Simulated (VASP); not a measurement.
Runs of VASP 6.6.1 on Al. The structure is that of space group Im-3m (No. 229), or close to it. The cells are those of the table. 

```tsv
cell	gap on the mesh (eV)	pressure (GPa)
a = 2.618 Å, angles 109.5°, 1 atom	none	(a)
a = 2.780 Å, angles 108.1, 108.1, 112.1°, 1 atom	none	(b)
a = 2.825 Å, angles 109.5°, 1 atom	none	-5.1
a = 2.802 Å, angles 108.8, 108.8, 110.8°, 1 atom	none	-3.6
a = 2.849 Å, angles 108.2, 108.2, 112.1°, 1 atom	none	-6.5
```

Alike in all rows: task single point; level r2SCAN; potentials or basis VASP PAW PBE potentials, release 64 (Al); no spin polarisation; k mesh 20 × 20 × 20; cutoff (eV) 520; smearing gaussian 0.15 eV.

**Question.** Fill in the values left out.

**Answer.** (a) 17.8; (b) -1.8.

Caveats: the PAW data sets were made with another functional, which shifts forces and pressure a little.

A gap of «none» marks levels without a gap at the run's occupations.
